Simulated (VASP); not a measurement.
A run of VASP 6.6.1 is set up as follows.

Contents of INCAR:

```
SYSTEM = P
PREC = Accurate
ENCUT = 500
EDIFF = 1E-6
ISMEAR = -1
SIGMA = 0.05
LREAL = .FALSE.
LASPH = .TRUE.
NELM = 120
ALGO = Normal
ISIF = 2
LWAVE = .FALSE.
LCHARG = .FALSE.
GGA = PS
NBANDS = 8
GGA_COMPAT = .FALSE.
```

File KPOINTS:

```
Automatic mesh
0
G
  17 17 17
  0 0 0
```

File POSCAR:

```
P
1.0
   -1.4215639896      1.4215639896      1.4215639896
    1.4215639896     -1.4215639896      1.4215639896
    1.4215639896      1.4215639896     -1.4215639896
P
1
Direct
    0.0000000000      0.0000000000      0.0000000000
```

Potentials or basis: VASP PAW PBE potentials, release 64 (P).

Command:

```sh
$ cat potpaw_PBE.64/P/POTCAR > POTCAR
$ mpirun -np 1 vasp_std > vasp.out
```

**Question.** What does it give for the pressure?

**Answer.** 26.6 GPa.

**Question.** Estimate the band gap on the k mesh.

**Answer.** Zero (an odd number of electrons rules out a gap without spin polarisation).

Caveat: the cell stands under pressure; the PAW data sets were made with another functional, which shifts forces and pressure a little.
